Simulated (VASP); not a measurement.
# Cs (Im-3m) in VASP: further runs

Runs on Cs. Level: LDA. Tasks: single point, relaxation of cell and atoms.

Everything below comes from runs of VASP 6.6.1. Logs are shortened: lines on timing, memory, paths and dates and some standing lists are left out, and cuts for length are marked.

## (1) The cell of the first run

The structure is cubic, space group Im-3m (No. 229). Conventional cell: a = 5.750 Å, b = 5.750 Å, c = 5.750 Å, α = 90.00°, β = 90.00°, γ = 90.00°.

## (2) Single point, LDA

The input, INCAR:

```
SYSTEM = Cs
  PREC = Accurate
  ENCUT = 500
  EDIFF = 1E-6
  ISMEAR = -1
  SIGMA = 0.1
  LREAL = .FALSE.
  LASPH = .TRUE.
  NELM = 120
  ALGO = Normal
  ISIF = 2
  LWAVE = .FALSE.
  LCHARG = .FALSE.
  NBANDS = 10
  GGA_COMPAT = .FALSE.
```

The input, KPOINTS:

```
regular mesh
0
G
  5 5 5
  0 0 0
```

The input, POSCAR:

```
Cs
1.0
    4.9795643074     -0.0000000276     -0.0000000478
   -1.6598547431      4.6947782613     -0.0000000478
   -1.6598547431     -2.3473890617      4.0657972792
Cs
1
Direct
    0.0000000000      0.0000000000      0.0000000000
```

Potentials or basis: VASP PAW LDA potentials, release 64 (Cs_sv).

Command:

```
cat potpaw_LDA.64/Cs_sv/POTCAR > POTCAR
mpirun -np 1 vasp_std > vasp.out
```

OUTCAR:

```text
SYSTEM = Cs
   PREC = Accurate
   ENCUT = 500
   EDIFF = 1E-6
   ISMEAR = -1
   LREAL = .FALSE.
   LASPH = .TRUE.
   NELM = 120
   ISIF = 2

 ion  position               nearest neighbor table
   1  0.000  0.000  0.000-

  LATTYP: Found a body centered cubic cell.
 ALAT       =     5.7499055866

  Lattice vectors:

 A1 = (   4.9795643074,  -0.0000000276,  -0.0000000478)
 A2 = (  -1.6598547431,   4.6947782613,  -0.0000000478)
 A3 = (  -1.6598547431,  -2.3473890617,   4.0657972792)

Analysis of symmetry for initial positions (statically):
=====================================================================
 Subroutine PRICEL returns:
 Original cell was already a primitive cell.

 Routine SETGRP: Setting up the symmetry group for a
 body centered cubic supercell.

 Subroutine GETGRP returns: Found 48 space group operations
 (whereof 48 operations were pure point group operations)
 out of a pool of 48 trial point group operations.

The static configuration has the point symmetry O_h .

Analysis of symmetry for dynamics (positions and initial velocities):
=====================================================================
 Subroutine PRICEL returns:
 Original cell was already a primitive cell.

 Routine SETGRP: Setting up the symmetry group for a
 body centered cubic supercell.

 Subroutine GETGRP returns: Found 48 space group operations
 (whereof 48 operations were pure point group operations)
 out of a pool of 48 trial point group operations.

The dynamic configuration has the point symmetry O_h .

 Subroutine INISYM returns: Found 48 space group operations
 (whereof 48 operations are pure point group operations),
 and found     1 'primitive' translations

----------------------------------------------------------------------------------------

                                     Primitive cell

  volume of cell :      95.0500

  direct lattice vectors                    reciprocal lattice vectors
     4.979564307 -0.000000028 -0.000000048     0.200820784  0.071000869  0.122977109
    -1.659854743  4.694778261 -0.000000048     0.000000002  0.213002607  0.122977109
    -1.659854743 -2.347389062  4.065797279     0.000000002  0.000000003  0.245954223

  length of vectors
     4.979564307  4.979564307  4.979564307     0.245954223  0.245954223  0.245954223

  position of ions in fractional coordinates (direct lattice)
     0.000000000  0.000000000  0.000000000

  ion indices of the primitive-cell ions
   primitive index   ion index
                 1           1

----------------------------------------------------------------------------------------

 KPOINTS: regular mesh

Automatic generation of k-mesh.
 Grid dimensions read from file:
 generate k-points for:    5    5    5

 Generating k-lattice:

  Cartesian coordinates                     Fractional coordinates (reciprocal lattice)
     0.040164157  0.014200174  0.024595422     0.200000000 -0.000000000  0.000000000
     0.000000000  0.042600521  0.024595422     0.000000000  0.200000000  0.000000000
     0.000000000  0.000000001  0.049190845    -0.000000000  0.000000000  0.200000000

  Length of vectors
     0.049190845  0.049190845  0.049190845

  Shift w.r.t. Gamma in fractional coordinates (k-lattice)
     0.000000000  0.000000000  0.000000000

 Subroutine IBZKPT returns following result:
 ===========================================

 Found     10 irreducible k-points:

 Following reciprocal coordinates:
            Coordinates               Weight
  0.000000  0.000000  0.000000      1.000000
  0.200000  0.000000  0.000000     12.000000
  0.400000  0.000000  0.000000     12.000000
  0.200000  0.200000 -0.000000     24.000000
  0.400000  0.200000 -0.000000     24.000000
  0.200000  0.200000  0.200000      8.000000
 -0.200000  0.200000  0.200000      6.000000
 -0.400000  0.400000  0.200000     24.000000
 -0.400000 -0.400000  0.200000      8.000000
 -0.400000  0.400000  0.400000      6.000000
   k-points           NKPTS =     10   k-points in BZ     NKDIM =     10   number of bands    NBANDS=     10
   number of dos      NEDOS =    301   number of ions     NIONS =      1
   total plane-waves  NPLWV =  46656
   dimension x,y,z NGX =    36 NGY =   36 NGZ =   36
   dimension x,y,z NGXF=    72 NGYF=   72 NGZF=   72
   ions per type =               1
   NGX,Y,Z   is equivalent  to a cutoff of  12.02, 12.02, 12.02 a.u.
   NGXF,Y,Z  is equivalent  to a cutoff of  24.04, 24.04, 24.04 a.u.
 SYSTEM =  Cs
   PREC   = accura    normal or accurate (medium, high low for compatibility)
   ISTART =      0    job   : 0-new  1-cont  2-samecut
   ICHARG =      2    charge: 1-file 2-atom 10-const
   ISPIN  =      1    spin polarized calculation?
   LNONCOLLINEAR =      F non collinear calculations
   LSORBIT =      F    spin-orbit coupling
   LASPH  =      T    aspherical Exc in radial PAW
   ENCUT  =  500.0 eV  36.75 Ry    6.06 a.u.   9.08  9.08  9.08*2*pi/ulx,y,z
   NELM   =    120;   NELMIN=  2; NELMDL= -5     # of ELM steps
   EDIFF  = 0.1E-05   stopping-criterion for ELM
   LREAL  =      F    real-space projection
   EDIFFG = 0.1E-04   stopping-criterion for IOM
   NSW    =      0    number of steps for IOM
   IBRION =     -1    ionic relax: 0-MD 1-quasi-New 2-CG
   NFREE  =      0    steps in history (QN), initial steepest desc. (CG)
   ISIF   =      2    stress and relaxation
   ISYM   =      2    0-nonsym 1-usesym 2-fastsym
   POTIM  = 0.5000    time-step for ionic-motion
   TEBEG  =    0.0;   TEEND  =   0.0 temperature during run
   PSTRESS=    0.0 pullay stress
   NELECT =       9.0000    total number of electrons
   NUPDOWN=      -1.0000    fix difference up-down
   EMIN   =  10.00;   EMAX   =-10.00  energy-range for DOS
   EFERMI =   0.00;   METHOD = LEGACY
   ISMEAR =    -1;   SIGMA  =   0.10  broadening in eV -4-tet -1-fermi 0-gaus
   EFERMI_NEDOS =   21; number of points for ismear=-14 and -15
   IALGO  =     38    algorithm
   IMIX   =      4    mixing-type and parameters
     AMIX     =   0.40;   BMIX     =  1.00
     AMIX_MAG =   1.60;   BMIX_MAG =  1.00
  volume/ion in A,a.u.               =      95.05       641.43
  Fermi-wavevector in a.u.,A,eV,Ry     =   0.746171  1.410058  7.575329  0.556771
  Thomas-Fermi vector in A             =   1.841930
   LORBIT       =      0    0 simple, 1 ext, 2 COOP (PROOUT), +10 PAW based schemes
   GGA     = CA    functional components
   LHFCALC =     F    Hartree Fock is set to
   AEXX    =    0.0000 exact exchange contribution
   IVDW    =     0    specifies the selected vdW correction
   LEPSILON=     F    determine dielectric tensor
   LRPA    =     F    only Hartree local field effects (RPA)
 non-spin polarized calculation
  energy-cutoff  :      500.00
  volume of cell :       95.05
 maximum number of plane-waves:      2433
   NGX = 19   NGY = 19   NGZ = 19

 number of electron       8.9999999 magnetization

 Free energy of the ion-electron system (eV)
  ---------------------------------------------------
  ext. energy  EPLUGINS =         0.00000000
  ---------------------------------------------------
  free energy    TOTEN  =        -1.02126760 eV

  energy without entropy =       -0.98576252  energy(sigma->0) =       -1.00351506

 E-fermi :   0.8317     XC(G=0):  -6.0557

 val. band max:        0.4971117787   @ k =   0.4000   0.0000   0.0000
 cond. band min:       0.9254059263   @ k =  -0.4000   0.4000   0.2000
 fundamental gap:      0.4282941475
 Fermi energy:         0.8316830514

 k-point     1 :       0.0000    0.0000    0.0000
  band No.  band energies     occupation
      1     -22.9234      2.00000
      2      -9.6153      2.00000
      3      -9.6153      2.00000
      4      -9.6153      2.00000
      5      -1.0792      2.00000
      6       3.3322      0.00000
      7       3.3322      0.00000
      8       3.3322      0.00000
      9       4.3839      0.00000
     10       4.3839      0.00000

 k-point     2 :       0.2000    0.0000    0.0000
  band No.  band energies     occupation
      1     -22.9177      2.00000
      2      -9.7110      2.00000
      3      -9.6453      2.00000
      4      -9.6158      2.00000
      5      -0.5617      2.00000
      6       2.8104      0.00000
      7       2.9063      0.00000
      8       3.8781      0.00000
      9       4.1302      0.00000
     10       4.3540      0.00000

 k-point     3 :       0.4000    0.0000    0.0000
  band No.  band energies     occupation
      1     -22.9084      2.00000
      2      -9.8566      2.00000
      3      -9.6927      2.00000
      4      -9.6167      2.00000
      5       0.4971      1.93193
      6       2.0590      0.00001
      7       2.4322      0.00000
      8       4.3221      0.00000
      9       4.6893      0.00000
     10       5.3876      0.00000

 k-point     4 :       0.2000    0.2000   -0.0000
  band No.  band energies     occupation
      1     -22.9102      2.00000
      2      -9.8081      2.00000
      3      -9.6872      2.00000
      4      -9.6363      2.00000
      5       0.3008      1.99015
      6       2.1883      0.00000
      7       2.4714      0.00000
      8       4.0642      0.00000
      9       4.7298      0.00000
     10       4.8779      0.00000

 k-point     5 :       0.4000    0.2000   -0.0000
  band No.  band energies     occupation
      1     -22.9055      2.00000
      2      -9.8480      2.00000
      3      -9.7378      2.00000
      4      -9.6421      2.00000
      5       1.1307      0.09570
      6       1.8712      0.00006
      7       2.1761      0.00000
      8       4.1101      0.00000
      9       4.8381      0.00000
     10       5.2895      0.00000

 k-point     6 :       0.2000    0.2000    0.2000
  band No.  band energies     occupation
      1     -22.9065      2.00000
      2      -9.8142      2.00000
      3      -9.7038      2.00000
      4      -9.7038      2.00000
      5       1.3352      0.01292
      6       1.9501      0.00003
      7       1.9501      0.00003
      8       4.3080      0.00000
      9       4.9000      0.00000
     10       4.9000      0.00000

 k-point     7 :      -0.2000    0.2000    0.2000
  band No.  band energies     occupation
      1     -22.9124      2.00000
      2      -9.7248      2.00000
      3      -9.6769      2.00000
      4      -9.6769      2.00000
      5      -0.0855      1.99979
      6       2.7257      0.00000
      7       3.1000      0.00000
      8       3.1000      0.00000
      9       3.9052      0.00000
     10       4.8840      0.00000

 k-point     8 :      -0.4000    0.4000    0.2000
  band No.  band energies     occupation
      1     -22.9039      2.00000
      2      -9.8329      2.00000
      3      -9.7271      2.00000
      4      -9.6835      2.00000
      5       0.9254      0.56292
      6       1.8624      0.00007
      7       2.8965      0.00000
      8       3.2374      0.00000
      9       4.4964      0.00000
     10       5.2167      0.00000

 k-point     9 :      -0.4000   -0.4000    0.2000
  band No.  band energies     occupation
      1     -22.9000      2.00000
      2      -9.8072      2.00000
      3      -9.8072      2.00000
      4      -9.6973      2.00000
      5       1.5905      0.00101
      6       1.5905      0.00101
      7       2.2583      0.00000
      8       4.2057      0.00000
      9       4.2057      0.00000
     10       5.3292      0.00000

 k-point    10 :      -0.4000    0.4000    0.4000
  band No.  band energies     occupation
      1     -22.8965      2.00000
      2      -9.7991      2.00000
      3      -9.7815      2.00000
      4      -9.7815      2.00000
      5       1.3113      0.01638
      6       1.4455      0.00431
      7       3.7904      0.00000
      8       3.8391      0.00000
      9       3.8391      0.00000
     10       5.3024      0.00000

------------------------ aborting loop because EDIFF is reached ----------------------------------------

  FORCE on cell =-STRESS in cart. coord.  units (eV):
  Direction    XX          YY          ZZ          XY          YZ          ZX
  --------------------------------------------------------------------------------------
  -------------------------------------------------------------------------------------
  Total       -0.0000705     -0.0000705     -0.0000705     -0.0000000      0.0000000     -0.0000000
  in kB       -0.0011886     -0.0011886     -0.0011886     -0.0000000      0.0000000     -0.0000000
  external PRESSURE =      -0.0011886 kB  Pullay stress =       0.0000000 kB

 VOLUME and BASIS-vectors are now :
 -----------------------------------------------------------------------------
  energy-cutoff  :      500.00
  volume of cell :       95.05
      direct lattice vectors                 reciprocal lattice vectors
     4.979564307 -0.000000028 -0.000000048     0.200820784  0.071000869  0.122977109
    -1.659854743  4.694778261 -0.000000048     0.000000002  0.213002607  0.122977109
    -1.659854743 -2.347389062  4.065797279     0.000000002  0.000000003  0.245954223

 POSITION                                       TOTAL-FORCE (eV/Angst)
 -----------------------------------------------------------------------------------
      0.00000      0.00000      0.00000         0.000000     -0.000000      0.000000
 -----------------------------------------------------------------------------------
    total drift:                                0.000000      0.000000     -0.000000

  FREE ENERGIE OF THE ION-ELECTRON SYSTEM (eV)
  ---------------------------------------------------
  free  energy   TOTEN  =        -1.0212675960 eV

  energy  without entropy=       -0.9857625204  energy(sigma->0) =       -1.00351506
```

Run time: 5.4 s. Hardware: 1 thread of Intel Xeon Platinum 8259CL at 2.50GHz (Skylake/Cascade Lake), shared host; peak memory 0.16 GiB.

Results:

* Free energy: -1.0213 eV
* Pressure: 0.0 GPa
* Band gap on the k mesh: zero (an odd number of electrons rules out a gap without spin polarisation)

Levels at points of the mesh, in eV from the Fermi level:
```tsv
k point	band 2	band 3	band 4	band 5	band 6	band 7
(0.00, 0.00, 0.00)	-10.45	-10.45	-10.45	-1.91	2.50	2.50
```

Caveat: spin-orbit coupling is left out, which moves the levels of the heavy elements.

(Part 1 of 2 ends here.)
